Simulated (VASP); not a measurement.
# BaNaBiWO6 (F-43m) in VASP: single point with PBE

Aim: the single point of BaNaBiWO6 with PBE.

Program: VASP 6.6.1. These are calculated values, not measurements. Logs are shortened: lines on timing, memory, paths and dates and some standing lists are left out, and cuts for length are marked.

### 1 The cell of the first run

The structure is cubic, space group F-43m (No. 216). The conventional cell has a = 8.565 Å, b = 8.565 Å, c = 8.565 Å, α = 90.00°, β = 90.00°, γ = 90.00°. Na (site symmetry -43m) has 12 O at 3.03 Å and 4 Bi at 3.71 Å and 4 W at 3.71 Å within 4.0 Å. Within 4.0 Å of Ba (site symmetry -43m) lie 12 O at 3.03 Å and 4 Bi at 3.71 Å and 4 W at 3.71 Å. Within 3.1 Å of Bi (site symmetry -43m) lie 6 O at 2.33 Å. Within 2.6 Å of W (site symmetry -43m) lie 6 O at 1.95 Å. O (site symmetry 2mm) has 1 W at 1.95 Å and 1 Bi at 2.33 Å within 2.6 Å.

### 2 Single point, PBE

Input file INCAR:

```
SYSTEM = BaNaBiWO6
PREC     = Accurate       ! precision mode
ENCUT    = 520            ! plane-wave cutoff, eV
EDIFF    = 1E-7           ! SCF threshold, eV
ISMEAR   = 0              ! smearing method
SIGMA    = 0.01           ! smearing width, eV
LREAL    = .FALSE.        ! projectors in reciprocal space
LASPH    = .TRUE.         ! aspherical terms in the spheres
NELM     = 60             ! most SCF steps
ALGO     = Normal         ! electronic algorithm
ISIF     = 2              ! what is computed and relaxed
LWAVE    = .FALSE.        ! write WAVECAR
LCHARG   = .FALSE.        ! write CHGCAR
GGA      = PE             ! functional
NBANDS   = 52             ! bands
```

Input file KPOINTS:

```
Automatic mesh
0
G
  4 4 4
  0 0 0
```

Input file POSCAR:

```
BaNaBiWO6
1.0
    0.0000000000      4.2826080000      4.2826080000
    4.2826080000      0.0000000000      4.2826080000
    4.2826080000      4.2826080000      0.0000000000
Na Ba Bi W O
1 1 1 1 6
Direct
    0.7500000000      0.7500000000      0.7500000000
    0.2500000000      0.2500000000      0.2500000000
    0.0000000000      0.0000000000      0.0000000000
    0.5000000000      0.5000000000      0.5000000000
    0.7279980000      0.2720020000      0.2720020000
    0.2720020000      0.7279980000      0.7279980000
    0.7279980000      0.7279980000      0.2720020000
    0.2720020000      0.2720020000      0.7279980000
    0.2720020000      0.7279980000      0.2720020000
    0.7279980000      0.2720020000      0.7279980000
```

Potentials or basis: VASP PAW PBE potentials, release 64 (Na_pv, Ba_sv, Bi_d, W_sv, O).

Started as:

```bash
$ cat potpaw_PBE.64/Na_pv/POTCAR potpaw_PBE.64/Ba_sv/POTCAR potpaw_PBE.64/Bi_d/POTCAR potpaw_PBE.64/W_sv/POTCAR potpaw_PBE.64/O/POTCAR > POTCAR
$ mpirun -np 1 vasp_std > vasp.out
```

OUTCAR:

```text
SYSTEM = BaNaBiWO6
   PREC = Accurate
   ENCUT = 520
   EDIFF = 1E-7
   ISMEAR = 0
   LREAL = .FALSE.
   LASPH = .TRUE.
   NELM = 60
   ISIF = 2
   GGA = PE

 ion  position               nearest neighbor table
   1  0.750  0.750  0.750-
   2  0.250  0.250  0.250-   5 3.03   8 3.03   9 3.03   6 3.03   8 3.03  10 3.03   6 3.03   7 3.03
                             9 3.03   5 3.03   7 3.03  10 3.03   4 3.71   3 3.71   3 3.71   4 3.71
   3  0.000  0.000  0.000-   5 2.33   6 2.33   7 2.33   8 2.33   9 2.33  10 2.33   2 3.71   2 3.71
                             2 3.71   2 3.71
   4  0.500  0.500  0.500-   5 1.95   6 1.95   7 1.95   8 1.95   9 1.95  10 1.95   2 3.71   2 3.71
                             2 3.71   2 3.71
   5  0.728  0.272  0.272-   4 1.95   3 2.33   2 3.03   2 3.03
   6  0.272  0.728  0.728-   4 1.95   3 2.33   2 3.03   2 3.03
   7  0.728  0.728  0.272-   4 1.95   3 2.33   2 3.03   2 3.03
   8  0.272  0.272  0.728-   4 1.95   3 2.33   2 3.03   2 3.03
   9  0.272  0.728  0.272-   4 1.95   3 2.33   2 3.03   2 3.03
  10  0.728  0.272  0.728-   4 1.95   3 2.33   2 3.03   2 3.03

  LATTYP: Found a face centered cubic cell.
 ALAT       =     8.5652160000

  Lattice vectors:

 A1 = (   0.0000000000,   4.2826080000,   4.2826080000)
 A2 = (   4.2826080000,   0.0000000000,   4.2826080000)
 A3 = (   4.2826080000,   4.2826080000,   0.0000000000)

Analysis of symmetry for initial positions (statically):
=====================================================================
 Subroutine PRICEL returns:
 Original cell was already a primitive cell.

 Routine SETGRP: Setting up the symmetry group for a
 face centered cubic supercell.

 Subroutine GETGRP returns: Found 24 space group operations
 (whereof 24 operations were pure point group operations)
 out of a pool of 48 trial point group operations.

The static configuration has the point symmetry T_d .

Analysis of symmetry for dynamics (positions and initial velocities):
=====================================================================
 Subroutine PRICEL returns:
 Original cell was already a primitive cell.

 Routine SETGRP: Setting up the symmetry group for a
 face centered cubic supercell.

 Subroutine GETGRP returns: Found 24 space group operations
 (whereof 24 operations were pure point group operations)
 out of a pool of 48 trial point group operations.

The dynamic configuration has the point symmetry T_d .

 Subroutine INISYM returns: Found 24 space group operations
 (whereof 24 operations are pure point group operations),
 and found     1 'primitive' translations

----------------------------------------------------------------------------------------

                                     Primitive cell

  volume of cell :     157.0923

  direct lattice vectors                    reciprocal lattice vectors
     0.000000000  4.282608000  4.282608000    -0.116751288  0.116751288  0.116751288
     4.282608000  0.000000000  4.282608000     0.116751288 -0.116751288  0.116751288
     4.282608000  4.282608000  0.000000000     0.116751288  0.116751288 -0.116751288

  length of vectors
     6.056522316  6.056522316  6.056522316     0.202219163  0.202219163  0.202219163

  position of ions in fractional coordinates (direct lattice)
     0.750000000  0.750000000  0.750000000
     0.250000000  0.250000000  0.250000000
     0.000000000  0.000000000  0.000000000
     0.500000000  0.500000000  0.500000000
     0.727998000  0.272002000  0.272002000
     0.272002000  0.727998000  0.727998000
     0.727998000  0.727998000  0.272002000
     0.272002000  0.272002000  0.727998000
     0.272002000  0.727998000  0.272002000
     0.727998000  0.272002000  0.727998000

  ion indices of the primitive-cell ions
   primitive index   ion index
                 1           1
                 2           2
                 3           3
                 4           4
                 5           5
                 6           6
                 7           7
                 8           8
                 9           9
                10          10

----------------------------------------------------------------------------------------

 KPOINTS: Automatic mesh

Automatic generation of k-mesh.
 Grid dimensions read from file:
 generate k-points for:    4    4    4

 Generating k-lattice:

  Cartesian coordinates                     Fractional coordinates (reciprocal lattice)
    -0.029187822  0.029187822  0.029187822     0.250000000  0.000000000  0.000000000
     0.029187822 -0.029187822  0.029187822     0.000000000  0.250000000  0.000000000
     0.029187822  0.029187822 -0.029187822     0.000000000  0.000000000  0.250000000

  Length of vectors
     0.050554791  0.050554791  0.050554791

  Shift w.r.t. Gamma in fractional coordinates (k-lattice)
     0.000000000  0.000000000  0.000000000

 Subroutine IBZKPT returns following result:
 ===========================================

 Found      8 irreducible k-points:

 Following reciprocal coordinates:
            Coordinates               Weight
  0.000000  0.000000  0.000000      1.000000
  0.250000  0.000000  0.000000      8.000000
  0.500000  0.000000  0.000000      4.000000
  0.250000  0.250000  0.000000      6.000000
  0.500000  0.250000  0.000000     24.000000
 -0.250000  0.250000  0.000000     12.000000
  0.500000  0.500000  0.000000      3.000000
 -0.250000  0.500000  0.250000      6.000000
   k-points           NKPTS =      8   k-points in BZ     NKDIM =      8   number of bands    NBANDS=     52
   number of dos      NEDOS =    301   number of ions     NIONS =     10
   total plane-waves  NPLWV = 110592
   dimension x,y,z NGX =    48 NGY =   48 NGZ =   48
   dimension x,y,z NGXF=    96 NGYF=   96 NGZF=   96
   ions per type =               1   1   1   1   6
   NGX,Y,Z   is equivalent  to a cutoff of  13.18, 13.18, 13.18 a.u.
   NGXF,Y,Z  is equivalent  to a cutoff of  26.35, 26.35, 26.35 a.u.
 SYSTEM =  BaNaBiWO6
   PREC   = accura    normal or accurate (medium, high low for compatibility)
   ISTART =      0    job   : 0-new  1-cont  2-samecut
   ICHARG =      2    charge: 1-file 2-atom 10-const
   ISPIN  =      1    spin polarized calculation?
   LNONCOLLINEAR =      F non collinear calculations
   LSORBIT =      F    spin-orbit coupling
   LASPH  =      T    aspherical Exc in radial PAW
   ENCUT  =  520.0 eV  38.22 Ry    6.18 a.u.  11.26 11.26 11.26*2*pi/ulx,y,z
   NELM   =     60;   NELMIN=  2; NELMDL= -5     # of ELM steps
   EDIFF  = 0.1E-06   stopping-criterion for ELM
   LREAL  =      F    real-space projection
   EDIFFG = 0.1E-05   stopping-criterion for IOM
   NSW    =      0    number of steps for IOM
   IBRION =     -1    ionic relax: 0-MD 1-quasi-New 2-CG
   NFREE  =      0    steps in history (QN), initial steepest desc. (CG)
   ISIF   =      2    stress and relaxation
   ISYM   =      2    0-nonsym 1-usesym 2-fastsym
   POTIM  = 0.5000    time-step for ionic-motion
   TEBEG  =    0.0;   TEEND  =   0.0 temperature during run
   PSTRESS=    0.0 pullay stress
   NELECT =      82.0000    total number of electrons
   NUPDOWN=      -1.0000    fix difference up-down
   EMIN   =  10.00;   EMAX   =-10.00  energy-range for DOS
   EFERMI =   0.00;   METHOD = LEGACY
   ISMEAR =     0;   SIGMA  =   0.01  broadening in eV -4-tet -1-fermi 0-gaus
   EFERMI_NEDOS =   21; number of points for ismear=-14 and -15
   IALGO  =     38    algorithm
   IMIX   =      4    mixing-type and parameters
     AMIX     =   0.40;   BMIX     =  1.00
     AMIX_MAG =   1.60;   BMIX_MAG =  1.00
  volume/ion in A,a.u.               =      15.71       106.01
  Fermi-wavevector in a.u.,A,eV,Ry     =   1.318139  2.490921 23.639983  1.737490
  Thomas-Fermi vector in A             =   2.448130
   LORBIT       =      0    0 simple, 1 ext, 2 COOP (PROOUT), +10 PAW based schemes
   GGA     = PE    functional components
   LHFCALC =     F    Hartree Fock is set to
   AEXX    =    0.0000 exact exchange contribution
   IVDW    =     0    specifies the selected vdW correction
   LEPSILON=     F    determine dielectric tensor
   LRPA    =     F    only Hartree local field effects (RPA)
 non-spin polarized calculation
 Gauss-broadening in eV      SIGMA  =   0.01
  energy-cutoff  :      520.00
  volume of cell :      157.09
 maximum number of plane-waves:      4279
 NGX is ok and might be reduce to    48
   NGX = 23   NGY = 23   NGZ = 23

 number of electron      82.0000006 magnetization

 Free energy of the ion-electron system (eV)
  ---------------------------------------------------
  ext. energy  EPLUGINS =         0.00000000
  ---------------------------------------------------
  free energy    TOTEN  =       -70.14865994 eV

  energy without entropy =      -70.14865994  energy(sigma->0) =      -70.14865994

 E-fermi :   3.8781     XC(G=0):  -9.9553

 val. band max:        3.6805663649   @ k =   0.5000   0.0000   0.0000
 cond. band min:       5.5434220943   @ k =   0.5000   0.0000   0.0000
 fundamental gap:      1.8628557294
 Fermi energy:         3.8781052314

 k-point     1 :       0.0000    0.0000    0.0000
  band No.  band energies     occupation
      1     -71.7842      2.00000
      2     -35.9220      2.00000
      3     -35.9220      2.00000
      4     -35.9220      2.00000
      5     -22.9750      2.00000
      6     -19.8470      2.00000
[... 44 lines left out ...]
     51      10.7266      0.00000
     52      10.7266      0.00000

 k-point     2 :       0.2500    0.0000    0.0000
  band No.  band energies     occupation
      1     -71.7842      2.00000
      2     -35.9220      2.00000
      3     -35.9220      2.00000
      4     -35.9220      2.00000
      5     -22.9724      2.00000
      6     -19.8473      2.00000
[... 44 lines left out ...]
     51      10.3117      0.00000
     52      10.3162      0.00000

 k-point     3 :       0.5000    0.0000    0.0000
  band No.  band energies     occupation
      1     -71.7842      2.00000
      2     -35.9221      2.00000
      3     -35.9220      2.00000
      4     -35.9220      2.00000
      5     -22.9697      2.00000
      6     -19.8477      2.00000
[... 44 lines left out ...]
     51       9.8215      0.00000
     52      10.3297      0.00000

 k-point     4 :       0.2500    0.2500    0.0000
  band No.  band energies     occupation
      1     -71.7842      2.00000
      2     -35.9220      2.00000
      3     -35.9220      2.00000
      4     -35.9220      2.00000
      5     -22.9715      2.00000
      6     -19.8474      2.00000
[... 44 lines left out ...]
     51       9.9429      0.00000
     52      10.7402      0.00000

 k-point     5 :       0.5000    0.2500    0.0000
  band No.  band energies     occupation
      1     -71.7842      2.00000
      2     -35.9221      2.00000
      3     -35.9220      2.00000
      4     -35.9220      2.00000
      5     -22.9688      2.00000
      6     -19.8477      2.00000
[... 44 lines left out ...]
     51       9.8259      0.00000
     52      10.5791      0.00000

 k-point     6 :      -0.2500    0.2500    0.0000
  band No.  band energies     occupation
      1     -71.7842      2.00000
      2     -35.9221      2.00000
      3     -35.9220      2.00000
      4     -35.9220      2.00000
      5     -22.9697      2.00000
      6     -19.8476      2.00000
[... 44 lines left out ...]
     51      10.1575      0.00000
     52      10.3466      0.00000

 k-point     7 :       0.5000    0.5000    0.0000
  band No.  band energies     occupation
      1     -71.7842      2.00000
      2     -35.9221      2.00000
      3     -35.9220      2.00000
      4     -35.9220      2.00000
      5     -22.9679      2.00000
      6     -19.8480      2.00000
[... 44 lines left out ...]
     51      10.7990      0.00000
     52      10.8843      0.00000

 k-point     8 :      -0.2500    0.5000    0.2500
  band No.  band energies     occupation
      1     -71.7842      2.00000
      2     -35.9221      2.00000
      3     -35.9220      2.00000
      4     -35.9220      2.00000
      5     -22.9680      2.00000
      6     -19.8478      2.00000
[... 44 lines left out ...]
     51      10.1402      0.00000
     52      10.5768      0.00000

------------------------ aborting loop because EDIFF is reached ----------------------------------------

  FORCE on cell =-STRESS in cart. coord.  units (eV):
  Direction    XX          YY          ZZ          XY          YZ          ZX
  --------------------------------------------------------------------------------------
  -------------------------------------------------------------------------------------
  Total       -1.5820293     -1.5820293     -1.5820293      0.0000000      0.0000000      0.0000000
  in kB      -16.1350436    -16.1350436    -16.1350436      0.0000000      0.0000000      0.0000000
  external PRESSURE =     -16.1350436 kB  Pullay stress =       0.0000000 kB

 VOLUME and BASIS-vectors are now :
 -----------------------------------------------------------------------------
  energy-cutoff  :      520.00
  volume of cell :      157.09
      direct lattice vectors                 reciprocal lattice vectors
     0.000000000  4.282608000  4.282608000    -0.116751288  0.116751288  0.116751288
     4.282608000  0.000000000  4.282608000     0.116751288 -0.116751288  0.116751288
     4.282608000  4.282608000  0.000000000     0.116751288  0.116751288 -0.116751288

 POSITION                                       TOTAL-FORCE (eV/Angst)
 -----------------------------------------------------------------------------------
      6.42391      6.42391      6.42391         0.000000     -0.000000      0.000000
      2.14130      2.14130      2.14130         0.000000     -0.000000      0.000000
      0.00000      0.00000      0.00000         0.000000     -0.000000      0.000000
      4.28261      4.28261      4.28261         0.000000     -0.000000      0.000000
      2.32976      4.28261      4.28261         0.446935     -0.000000     -0.000000
      6.23546      4.28261      4.28261        -0.446935     -0.000000     -0.000000
      4.28261      4.28261      6.23546         0.000000     -0.000000     -0.446935
      4.28261      4.28261      2.32976         0.000000     -0.000000      0.446935
      4.28261      2.32976      4.28261         0.000000      0.446935     -0.000000
      4.28261      6.23546      4.28261         0.000000     -0.446935     -0.000000
 -----------------------------------------------------------------------------------
    total drift:                               -0.000000     -0.000000     -0.000000

  FREE ENERGIE OF THE ION-ELECTRON SYSTEM (eV)
  ---------------------------------------------------
  free  energy   TOTEN  =       -70.1486599436 eV

  energy  without entropy=      -70.1486599436  energy(sigma->0) =      -70.14865994
```

Run time: 2.8 min. Hardware: 1 thread of AMD EPYC 7R13 (Zen 3), shared host; peak memory 0.32 GiB.

Results:

* Free energy: -70.1487 eV
* Pressure: -1.6 GPa
* Largest force: 0.447 eV/Å
* Band gap on the k mesh: 1.86 eV, direct

Forces on the atoms (eV/Å):
```
Na   0.000  0.000  0.000
Ba   0.000  0.000  0.000
Bi   0.000  0.000  0.000
W    0.000  0.000  0.000
O    0.447  0.000  0.000
O   -0.447  0.000  0.000
O    0.000  0.000 -0.447
O    0.000  0.000  0.447
O    0.000  0.447  0.000
O    0.000 -0.447  0.000
```

Caveat: spin-orbit coupling is left out, which moves the levels of the heavy elements.
